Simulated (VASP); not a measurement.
Wanted: the native input for a VASP 6.6.1 run.

```yaml
Task: single point
Functional: PBEsol
Potentials_or_basis: VASP PAW PBE potentials, release 64 (Zn)
Cutoff: 520 eV
k_mesh: 8 × 8 × 8
Occupations: gaussian, width 0.1 eV
Spin: no spin polarisation
Dipole_correction: no
Further_INCAR_settings: ALGO = Normal; EDIFF = 1e-07; NBANDS = 12
```

The structure of Zn lies in POSCAR:

```
Zn
1.0
    0.0000000000      1.7129553980      1.7129553980
    1.7129553980      0.0000000000      1.7129553980
    1.7129553980      1.7129553980      0.0000000000
Zn
1
Direct
    0.0000000000      0.0000000000      0.0000000000
```

One way to write it, as run:

INCAR

```
SYSTEM = Zn
  PREC = Accurate
  ENCUT = 520
  EDIFF = 1E-7
  ISMEAR = 0
  SIGMA = 0.1
  LREAL = .FALSE.
  LASPH = .TRUE.
  NELM = 80
  ALGO = Normal
  ISIF = 2
  LWAVE = .FALSE.
  LCHARG = .TRUE.
  GGA = PS
  LELF = .TRUE.
  LVHAR = .TRUE.
  NBANDS = 12
```

KPOINTS

```
regular mesh
0
G
  8 8 8
  0 0 0
```

Potentials or basis: VASP PAW PBE potentials, release 64 (Zn).

Launch:

```sh
$ cat potpaw_PBE.64/Zn/POTCAR > POTCAR
$ mpirun -np 1 vasp_std > vasp.out
```

It gave:

```yaml
Pressure: 72.3 GPa
Band_gap_on_the_k_mesh: zero (band 6 reaches 9.17 eV, above the bottom of band 7 at 6.09 eV)
```

Caveat: the k points lie up to 0.40 Å⁻¹ apart; the PAW data sets were made with another functional, which shifts forces and pressure a little.

Wall time 2.3 s on 1 thread of Intel(R) Xeon(R) 6975P-C (Granite Rapids) (shared host), peak memory 0.12 GiB.
